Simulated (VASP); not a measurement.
Write the native input for VASP 6.6.1 that does the following.

* Task: single point
* Functional: LDA
* Potentials or basis: VASP PAW LDA potentials, release 64 (Si)
* Cutoff: 520 eV
* k mesh: 10 × 10 × 6
* Occupations: gaussian, width 0.05 eV
* Spin: no spin polarisation
* Dipole correction: no
* Further INCAR settings: ALGO = Normal; EDIFF = 1e-06; NBANDS = 16

The structure of Si lies in POSCAR:

```
Si
1.0
    0.0000000000     -2.7007989451     -2.7007989451
    0.0000000000      2.7007989451     -2.7007989451
    5.6538525117      0.0000000000      0.0000000000
Si
4
Direct
    0.5000000000      0.5000000000     -0.0061093033
    0.0000000000      0.0000000000      0.5061093033
    0.0000000000      0.5000000000      0.2500000000
    0.5000000000      0.0000000000      0.7500000000
```

This cell differs from its parent crystal: mode 6 frozen in at -0.033 Å, normal strain along x +0.0467.

The input as run:

INCAR

```
SYSTEM = Si
ALGO = Normal
EDIFF = 1E-6
ENCUT = 520
ISIF = 2
ISMEAR = 0
LASPH = .TRUE.
LCHARG = .FALSE.
LREAL = .FALSE.
LWAVE = .FALSE.
NBANDS = 16
NELM = 60
PREC = Accurate
SIGMA = 0.05
```

KPOINTS

```
k-points
0
G
  10 10 6
  0 0 0
```

Potentials or basis: VASP PAW LDA potentials, release 64 (Si).

Run with:

```console
$ cat potpaw_LDA.64/Si/POTCAR > POTCAR
$ mpirun -np 1 vasp_std > vasp.out
```

Results of the run:

```yaml
Pressure: -3.9 GPa
Largest_force: 0.550 eV/Å
Band_gap_on_the_k_mesh: 0.27 eV
```

Caveat: the cell differs from its parent crystal (mode 6 frozen in at -0.033 Å, normal strain along x +0.0467).

Wall time 32 s on 1 thread of AMD EPYC 9R45 96-Core Processor (Zen 5), on a shared host, peak memory 0.17 GiB.
